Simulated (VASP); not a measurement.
# SnTe (zincblende type) (F-43m) in VASP: notebook, part 2 of 2

VASP 6.6.1. The steps go on from the part before.

## Step 5: Single point, LDA (37.63 Å³/atom)

This run uses another cell than the first one, of 37.63 Å³/atom.

Contents of INCAR:

```
SYSTEM = SnTe
PREC     = Accurate       ! precision mode
ENCUT    = 520            ! plane-wave cutoff, eV
EDIFF    = 1E-7           ! SCF threshold, eV
ISMEAR   = -1             ! smearing method
SIGMA    = 0.1            ! smearing width, eV
LREAL    = .False.        ! projectors in reciprocal space
LASPH    = .True.         ! aspherical terms in the spheres
NELM     = 80             ! most SCF steps
ALGO     = Normal         ! electronic algorithm
ISIF     = 2              ! what is computed and relaxed
LWAVE    = .False.        ! write WAVECAR
LCHARG   = .True.         ! write CHGCAR
GGA      = CA             ! functional
LELF     = .True.         ! ELF
LVHAR    = .True.       
NBANDS   = 17             ! bands
```

Contents of KPOINTS:

```
Automatic mesh
0
Gamma
  12 12 12
  0 0 0
```

Contents of POSCAR:

```
SnTe
1.0
    0.0000000000      3.3509568181      3.3509568181
    3.3509568181      0.0000000000      3.3509568181
    3.3509568181      3.3509568181      0.0000000000
Sn Te
1 1
Direct
    0.0000000000      0.0000000000      0.0000000000
    0.2500000000      0.2500000000      0.2500000000
```

The run is started by

```console
$ cat potpaw_LDA.64/Sn_d/POTCAR potpaw_LDA.64/Te/POTCAR > POTCAR
$ mpirun -np 1 vasp_std > vasp.out
```

Wall time 1.8 min (1 thread of Intel Xeon 8259CL, shared host); peak memory 0.24 GiB.

It converged, with:

| Item | Value |
| --- | --- |
| Free energy | -7.9231 eV |
| Pressure | 4.7 GPa |
| Band gap on the k mesh | zero (bands 10 and 11 overlap by 0.78 eV) |

Levels at points of the mesh, in eV from the Fermi level:
| k point | band 8 | band 9 | band 10 | band 11 | band 12 | band 13 |
| --- | --- | --- | --- | --- | --- | --- |
| (0.00, 0.00, 0.00) | -2.43 | -2.43 | -2.43 | 0.82 | 0.82 | 0.82 |
| (0.50, 0.00, 0.00) | -3.15 | -3.15 | -2.27 | 1.74 | 1.74 | 4.15 |
| (0.50, 0.50, 0.00) | -4.05 | -4.05 | -0.84 | -0.38 | 4.78 | 4.78 |

Caveat: the cell stands under pressure; semilocal functionals underestimate gaps, so a narrow gap can read as zero; spin-orbit coupling is left out, which moves the levels of the heavy elements.

## Step 6: Single point, LDA (40.19 Å³/atom)

This run uses another cell than the first one, of 40.19 Å³/atom.

Contents of INCAR:

```
PREC = Accurate
ENCUT = 520
EDIFF = 1E-6
ISMEAR = -1
SIGMA = 0.1
LREAL = False
LASPH = True
NELM = 80
ALGO = Normal
ISIF = 2
LWAVE = False
LCHARG = False
NBANDS = 17
```

Contents of KPOINTS:

```
Automatic mesh
0
Gamma
  12 12 12
```

Contents of POSCAR:

```
SnTe
1.0
    0.0000000000      3.4254467859      3.4254467859
    3.4254467859      0.0000000000      3.4254467859
    3.4254467859      3.4254467859      0.0000000000
Sn Te
1 1
Direct
    0.0000000000      0.0000000000      0.0000000000
    0.2500000000      0.2500000000      0.2500000000
```

Potentials or basis: VASP PAW LDA potentials, release 64 (Sn_d, Te).

The run is started by

```console
$ cat potpaw_LDA.64/Sn_d/POTCAR potpaw_LDA.64/Te/POTCAR > POTCAR
$ mpirun -np 1 vasp_std > vasp.out
```

OUTCAR:

```text
PREC = Accurate
   ENCUT = 520
   EDIFF = 1E-6
   ISMEAR = -1
   LREAL = False
   LASPH = True
   NELM = 80
   ISIF = 2

 ion  position               nearest neighbor table
   1  0.000  0.000  0.000-   2 2.97   2 2.97   2 2.97   2 2.97
   2  0.250  0.250  0.250-   1 2.97   1 2.97   1 2.97   1 2.97

  LATTYP: Found a face centered cubic cell.
 ALAT       =     6.8508935718

  Lattice vectors:

 A1 = (   0.0000000000,   3.4254467859,   3.4254467859)
 A2 = (   3.4254467859,   0.0000000000,   3.4254467859)
 A3 = (   3.4254467859,   3.4254467859,   0.0000000000)

Analysis of symmetry for initial positions (statically):
=====================================================================
 Subroutine PRICEL returns:
 Original cell was already a primitive cell.

 Routine SETGRP: Setting up the symmetry group for a
 face centered cubic supercell.

 Subroutine GETGRP returns: Found 24 space group operations
 (whereof 24 operations were pure point group operations)
 out of a pool of 48 trial point group operations.

The static configuration has the point symmetry T_d .

Analysis of symmetry for dynamics (positions and initial velocities):
=====================================================================
 Subroutine PRICEL returns:
 Original cell was already a primitive cell.

 Routine SETGRP: Setting up the symmetry group for a
 face centered cubic supercell.

 Subroutine GETGRP returns: Found 24 space group operations
 (whereof 24 operations were pure point group operations)
 out of a pool of 48 trial point group operations.

The dynamic configuration has the point symmetry T_d .

 Subroutine INISYM returns: Found 24 space group operations
 (whereof 24 operations are pure point group operations),
 and found     1 'primitive' translations

----------------------------------------------------------------------------------------

                                     Primitive cell

  volume of cell :      80.3862

  direct lattice vectors                    reciprocal lattice vectors
     0.000000000  3.425446786  3.425446786    -0.145966360  0.145966360  0.145966360
     3.425446786  0.000000000  3.425446786     0.145966360 -0.145966360  0.145966360
     3.425446786  3.425446786  0.000000000     0.145966360  0.145966360 -0.145966360

  length of vectors
     4.844313302  4.844313302  4.844313302     0.252821152  0.252821152  0.252821152

  position of ions in fractional coordinates (direct lattice)
     0.000000000  0.000000000  0.000000000
     0.250000000  0.250000000  0.250000000

  ion indices of the primitive-cell ions
   primitive index   ion index
                 1           1
                 2           2

----------------------------------------------------------------------------------------

 KPOINTS: Automatic mesh

Automatic generation of k-mesh.
 Grid dimensions read from file:
 generate k-points for:   12   12   12

 Generating k-lattice:

  Cartesian coordinates                     Fractional coordinates (reciprocal lattice)
    -0.012163863  0.012163863  0.012163863     0.083333333  0.000000000  0.000000000
     0.012163863 -0.012163863  0.012163863     0.000000000  0.083333333  0.000000000
     0.012163863  0.012163863 -0.012163863     0.000000000  0.000000000  0.083333333

  Length of vectors
     0.021068429  0.021068429  0.021068429

  Shift w.r.t. Gamma in fractional coordinates (k-lattice)
     0.000000000  0.000000000  0.000000000

 Subroutine IBZKPT returns following result:
 ===========================================

 Found     72 irreducible k-points:

 Following reciprocal coordinates:
            Coordinates               Weight
  0.000000  0.000000  0.000000      1.000000
  0.083333  0.000000  0.000000      8.000000
  0.166667  0.000000  0.000000      8.000000
  0.250000  0.000000  0.000000      8.000000
  0.333333  0.000000  0.000000      8.000000
  0.416667  0.000000  0.000000      8.000000
[... 16 lines left out ...]
  0.500000  0.166667  0.000000     24.000000
 -0.416667  0.166667  0.000000     24.000000
 [... further k-points ...]
   k-points           NKPTS =     72   k-points in BZ     NKDIM =     72   number of bands    NBANDS=     17
   number of dos      NEDOS =    301   number of ions     NIONS =      2
   total plane-waves  NPLWV =  46656
   dimension x,y,z NGX =    36 NGY =   36 NGZ =   36
   dimension x,y,z NGXF=    72 NGYF=   72 NGZF=   72
   ions per type =               1   1
   NGX,Y,Z   is equivalent  to a cutoff of  12.35, 12.35, 12.35 a.u.
   NGXF,Y,Z  is equivalent  to a cutoff of  24.71, 24.71, 24.71 a.u.
 SYSTEM =  unknown system
   PREC   = accura    normal or accurate (medium, high low for compatibility)
   ISTART =      0    job   : 0-new  1-cont  2-samecut
   ICHARG =      2    charge: 1-file 2-atom 10-const
   ISPIN  =      1    spin polarized calculation?
   LNONCOLLINEAR =      F non collinear calculations
   LSORBIT =      F    spin-orbit coupling
   LASPH  =      T    aspherical Exc in radial PAW
   ENCUT  =  520.0 eV  38.22 Ry    6.18 a.u.   9.01  9.01  9.01*2*pi/ulx,y,z
   NELM   =     80;   NELMIN=  2; NELMDL= -5     # of ELM steps
   EDIFF  = 0.1E-05   stopping-criterion for ELM
   LREAL  =      F    real-space projection
   EDIFFG = 0.1E-04   stopping-criterion for IOM
   NSW    =      0    number of steps for IOM
   IBRION =     -1    ionic relax: 0-MD 1-quasi-New 2-CG
   NFREE  =      0    steps in history (QN), initial steepest desc. (CG)
   ISIF   =      2    stress and relaxation
   ISYM   =      2    0-nonsym 1-usesym 2-fastsym
   POTIM  = 0.5000    time-step for ionic-motion
   TEBEG  =    0.0;   TEEND  =   0.0 temperature during run
   PSTRESS=    0.0 pullay stress
   NELECT =      20.0000    total number of electrons
   NUPDOWN=      -1.0000    fix difference up-down
   EMIN   =  10.00;   EMAX   =-10.00  energy-range for DOS
   EFERMI =   0.00;   METHOD = LEGACY
   ISMEAR =    -1;   SIGMA  =   0.10  broadening in eV -4-tet -1-fermi 0-gaus
   EFERMI_NEDOS =   21; number of points for ismear=-14 and -15
   IALGO  =     38    algorithm
   IMIX   =      4    mixing-type and parameters
     AMIX     =   0.40;   BMIX     =  1.00
     AMIX_MAG =   1.60;   BMIX_MAG =  1.00
  volume/ion in A,a.u.               =      40.19       271.24
  Fermi-wavevector in a.u.,A,eV,Ry     =   1.029653  1.945762 14.424700  1.060186
  Thomas-Fermi vector in A             =   2.163712
   LORBIT       =      0    0 simple, 1 ext, 2 COOP (PROOUT), +10 PAW based schemes
   GGA     = CA    functional components
   LHFCALC =     F    Hartree Fock is set to
   AEXX    =    0.0000 exact exchange contribution
   IVDW    =     0    specifies the selected vdW correction
   LEPSILON=     F    determine dielectric tensor
   LRPA    =     F    only Hartree local field effects (RPA)
 non-spin polarized calculation
  energy-cutoff  :      520.00
  volume of cell :       80.39
 maximum number of plane-waves:      2200
   NGX = 17   NGY = 17   NGZ = 17

 number of electron      19.9999993 magnetization

 Free energy of the ion-electron system (eV)
  ---------------------------------------------------
  ext. energy  EPLUGINS =         0.00000000
  ---------------------------------------------------
  free energy    TOTEN  =        -8.02911597 eV

  energy without entropy =       -8.00374635  energy(sigma->0) =       -8.01643116

 E-fermi :   4.3601     XC(G=0):  -8.4464

 val. band max:        4.3497403570   @ k =  -0.2500   0.4167   0.1667
 cond. band min:       4.3791002846   @ k =  -0.4167   0.5000   0.0833
 fundamental gap:      0.0293599276
 Fermi energy:         4.3600708086

 k-point     1 :       0.0000    0.0000    0.0000
  band No.  band energies     occupation
      1     -17.3609      2.00000
      2     -17.3609      2.00000
      3     -17.3609      2.00000
      4     -17.3377      2.00000
      5     -17.3377      2.00000
      6      -8.0875      2.00000
[... 9 lines left out ...]
     16      10.8424      0.00000
     17      11.8806      0.00000

 k-point     2 :       0.0833    0.0000    0.0000
  band No.  band energies     occupation
      1     -17.3611      2.00000
      2     -17.3606      2.00000
      3     -17.3606      2.00000
      4     -17.3378      2.00000
      5     -17.3378      2.00000
      6      -8.0477      2.00000
[... 9 lines left out ...]
     16      10.5382      0.00000
     17      11.6474      0.00000
[... 421 lines left out ...]
 k-point    24 :      -0.4167    0.1667    0.0000
  band No.  band energies     occupation
      1     -17.3652      2.00000
      2     -17.3573      2.00000
      3     -17.3571      2.00000
      4     -17.3378      2.00000
      5     -17.3374      2.00000
      6      -7.2437      2.00000
[... 9 lines left out ...]
     16      11.0008      0.00000
     17      12.1415      0.00000

 [... further k-points ...]
[... 5 lines left out ...]
  --------------------------------------------------------------------------------------
  -------------------------------------------------------------------------------------
  Total        1.0134887      1.0134887      1.0134887      0.0000000      0.0000000      0.0000000
  in kB       20.1998359     20.1998359     20.1998359      0.0000000      0.0000000      0.0000000
  external PRESSURE =      20.1998359 kB  Pullay stress =       0.0000000 kB

 VOLUME and BASIS-vectors are now :
 -----------------------------------------------------------------------------
  energy-cutoff  :      520.00
  volume of cell :       80.39
      direct lattice vectors                 reciprocal lattice vectors
     0.000000000  3.425446786  3.425446786    -0.145966360  0.145966360  0.145966360
     3.425446786  0.000000000  3.425446786     0.145966360 -0.145966360  0.145966360
     3.425446786  3.425446786  0.000000000     0.145966360  0.145966360 -0.145966360

 POSITION                                       TOTAL-FORCE (eV/Angst)
 -----------------------------------------------------------------------------------
      0.00000      0.00000      0.00000         0.000000      0.000000      0.000000
      1.71272      1.71272      1.71272        -0.000000     -0.000000     -0.000000
 -----------------------------------------------------------------------------------
    total drift:                                0.000000      0.000000     -0.000000

  FREE ENERGIE OF THE ION-ELECTRON SYSTEM (eV)
  ---------------------------------------------------
  free  energy   TOTEN  =        -8.0291159746 eV

  energy  without entropy=       -8.0037463497  energy(sigma->0) =       -8.01643116
```

OSZICAR:

```text
N       E                     dE             d eps       ncg     rms          rms(c)
DAV:   1     0.125961225334E+03    0.12596E+03   -0.93603E+03  2468   0.123E+03
DAV:   2     0.427608084585E+01   -0.12169E+03   -0.11874E+03  2660   0.310E+02
DAV:   3    -0.774080317391E+01   -0.12017E+02   -0.11901E+02  3138   0.917E+01
DAV:   4    -0.811460421773E+01   -0.37380E+00   -0.37360E+00  2935   0.171E+01
DAV:   5    -0.813044340640E+01   -0.15839E-01   -0.15839E-01  3506   0.330E+00    0.667E+00
DAV:   6    -0.804183206559E+01    0.88611E-01   -0.17365E-01  3122   0.217E+00    0.439E+00
DAV:   7    -0.803046524462E+01    0.11367E-01   -0.58363E-02  2812   0.947E-01    0.832E-01
DAV:   8    -0.802907972008E+01    0.13855E-02   -0.77460E-03  2901   0.540E-01    0.235E-01
DAV:   9    -0.802913254623E+01   -0.52826E-04   -0.86813E-04  2750   0.207E-01    0.795E-02
DAV:  10    -0.802911125929E+01    0.21287E-04   -0.86399E-05  3147   0.651E-02    0.340E-02
DAV:  11    -0.802911612685E+01   -0.48676E-05   -0.22985E-05  2775   0.360E-02    0.880E-03
DAV:  12    -0.802911597464E+01    0.15221E-06   -0.88664E-07  1893   0.934E-03
   1 F= -.80291160E+01 E0= -.80164312E+01  d E =-.253696E-01
```

It took 99 s on 1 thread of Intel Xeon 8259CL, shared host; peak memory 0.24 GiB.

What came out:

| Item | Value |
| --- | --- |
| Free energy | -8.0291 eV |
| Pressure | 2.0 GPa |
| Band gap on the k mesh | zero (bands 10 and 11 overlap by 0.52 eV) |

Levels at points of the mesh, in eV from the Fermi level:
| k point | band 6 | band 7 | band 8 | band 9 | band 10 | band 11 | band 12 | band 13 | band 14 | band 15 |
| --- | --- | --- | --- | --- | --- | --- | --- | --- | --- | --- |
| (0.00, 0.00, 0.00) | -12.45 | -4.78 | -2.28 | -2.28 | -2.28 | 0.88 | 0.88 | 0.88 | 3.92 | 6.48 |
| (0.50, 0.00, 0.00) | -11.69 | -7.51 | -2.94 | -2.94 | -2.24 | 1.76 | 1.76 | 3.93 | 5.51 | 6.60 |
| (0.50, 0.50, 0.00) | -11.37 | -7.93 | -3.76 | -3.76 | -0.80 | -0.25 | 4.48 | 4.48 | 5.62 | 6.91 |

Caveat: semilocal functionals underestimate gaps, so a narrow gap can read as zero; spin-orbit coupling is left out, which moves the levels of the heavy elements.

## Step 7: Overview

| cell | gap on the mesh (eV) | pressure (GPa) |
| --- | --- | --- |
| a = 4.262 Å, angles 60.0°, 2 atoms | none | 30.8 |
| a = 4.432 Å, angles 60.0°, 2 atoms | none | 17.7 |
| a = 4.591 Å, angles 60.0°, 2 atoms | none | 9.7 |
| a = 4.739 Å, angles 60.0°, 2 atoms | none | 4.7 |
| a = 4.844 Å, angles 60.0°, 2 atoms | none | 2.0 |

Alike in all rows: task single point; level LDA; potentials or basis VASP PAW LDA potentials, release 64 (Sn_d, Te); no spin polarisation; k mesh 12 × 12 × 12; cutoff (eV) 520; smearing fermi-dirac 0.1 eV.

Caveats: spin-orbit coupling is left out, which moves the levels of the heavy elements; the cell stands under pressure (at least some runs); semilocal functionals underestimate gaps, so a narrow gap can read as zero (at least some runs).

Absolute energies hang on the potentials; compare differences alone.
